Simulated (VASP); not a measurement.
Here is a VASP 6.6.1 calculation.

The input POSCAR:

```
HfO2
1.0
    5.5563950000      0.0000000000      0.0000000000
    0.0000000000      3.3335970000      0.0000000000
    0.0000000000      0.0000000000      6.5049950000
Hf O
4 8
Direct
    0.7486820000      0.7500000000      0.6078710000
    0.2513180000      0.2500000000      0.3921290000
    0.2486820000      0.7500000000      0.8921290000
    0.7513180000      0.2500000000      0.1078710000
    0.6394990000      0.2500000000      0.4234000000
    0.3605010000      0.7500000000      0.5766000000
    0.1394990000      0.2500000000      0.0766000000
    0.8605010000      0.7500000000      0.9234000000
    0.5207940000      0.2500000000      0.8414530000
    0.4792060000      0.7500000000      0.1585470000
    0.0207940000      0.2500000000      0.6585470000
    0.9792060000      0.7500000000      0.3414530000
```

The input INCAR.step1:

```
SYSTEM = HfO2
  PREC = Accurate
  ENCUT = 520
  ISMEAR = -1
  SIGMA = 0.05
  LREAL = .False.
  LASPH = .True.
  NELM = 60
  NBANDS = 56
  GGA = PE
  ALGO = Normal
  EDIFF = 1E-4
  LWAVE = .True.
  LCHARG = .False.
```

INCAR.step2

```
SYSTEM = HfO2
  PREC = Accurate
  ENCUT = 520
  EDIFF = 1E-7
  ISMEAR = -1
  SIGMA = 0.05
  LREAL = .False.
  LASPH = .True.
  NELM = 60
  ALGO = Normal
  ISIF = 2
  LWAVE = .False.
  LCHARG = .False.
  METAGGA = R2SCAN
  LMIXTAU = .True.
  NBANDS = 56
  ISTART = 1
```

Contents of KPOINTS:

```
regular mesh
0
Gamma
  5 8 4
  0 0 0
```

Potentials or basis: VASP PAW PBE potentials, release 64 (Hf_pv, O).

Command:

```console
$ cat potpaw_PBE.64/Hf_pv/POTCAR potpaw_PBE.64/O/POTCAR > POTCAR
$ cp INCAR.step1 INCAR
$ mpirun -np 1 vasp_std > vasp.out
$ cp INCAR.step2 INCAR
$ mpirun -np 1 vasp_std > vasp.out
```

What does it give for the band gap on the k mesh?

3.92 eV.

Estimate the largest force.

0.116 eV/Å.

Stress tensor (GPa, compression positive):
```
-7.16  0.00  0.00
 0.00 -7.15  0.00
 0.00  0.00 -7.53
```

Caveat: the cell stands under tension; the PAW data sets were made with another functional, which shifts forces and pressure a little; spin-orbit coupling is left out, which moves the levels of the heavy elements. A k mesh can miss the band edges.
